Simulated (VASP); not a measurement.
Write the native input for VASP 6.6.1 that does the following.

```yaml
Task: single point
Functional: r2SCAN
Potentials_or_basis: VASP PAW PBE potentials, release 64 (Cd, S)
Cutoff: 520 eV
k_mesh: 10 × 10 × 10
Occupations: gaussian, width 0.05 eV
Spin: no spin polarisation
Dipole_correction: no
Further_INCAR_settings: ALGO = Normal; EDIFF = 1e-07; NBANDS = 16
```

Crystal: CdS.

```
CELL_PARAMETERS angstrom
0.00000 3.26653 2.30944
3.26653 0.00000 2.30944
3.26653 3.26653 0.00000
ATOMIC_POSITIONS crystal
Cd 0.00000 0.00000 0.00000
S 0.75000 0.75000 0.75000
```

This cell differs from its parent crystal: ratio of the length along z to the lengths across it x 0.707, volume and fractional coordinates fixed.

These files were run (other wordings do the same):

POSCAR

```
CdS
1.0
    0.0000000000      3.2665289966      2.3094360006
    3.2665289966      0.0000000000      2.3094360006
    3.2665289966      3.2665289966      0.0000000000
Cd S
1 1
Direct
    0.0000000000      0.0000000000      0.0000000000
    0.7500000000      0.7500000000      0.7500000000
```

INCAR.step1

```
SYSTEM = CdS
PREC = Accurate ; ENCUT = 520
ISMEAR = 0 ; SIGMA = 0.05
LREAL = .FALSE. ; LASPH = .TRUE.
NELM = 60 ; NBANDS = 16
GGA = PE ; ALGO = Normal
EDIFF = 1E-4 ; LWAVE = .TRUE.
LCHARG = .FALSE.
```

INCAR.step2

```
SYSTEM = CdS
PREC = Accurate ; ENCUT = 520
EDIFF = 1E-7 ; ISMEAR = 0
SIGMA = 0.05 ; LREAL = .FALSE.
LASPH = .TRUE. ; NELM = 60
ALGO = Normal ; ISIF = 2
LWAVE = .FALSE. ; LCHARG = .FALSE.
METAGGA = R2SCAN ; LMIXTAU = .TRUE.
NBANDS = 16 ; ISTART = 1
```

KPOINTS

```
Automatic mesh
0
G
  10 10 10
  0 0 0
```

Potentials or basis: VASP PAW PBE potentials, release 64 (Cd, S).

Launch:

```sh
$ cat potpaw_PBE.64/Cd/POTCAR potpaw_PBE.64/S/POTCAR > POTCAR
$ cp INCAR.step1 INCAR
$ mpirun -np 1 vasp_std > vasp.out
$ cp INCAR.step2 INCAR
$ mpirun -np 1 vasp_std > vasp.out
```

It gave:

- Pressure: -1.3 GPa
- Band gap on the k mesh: 1.11 eV

Caveat: the PAW data sets were made with another functional, which shifts forces and pressure a little.

Run time: 9.7 min on 1 thread of Intel Xeon 8259CL, with other jobs on the host, peak memory 0.23 GiB.
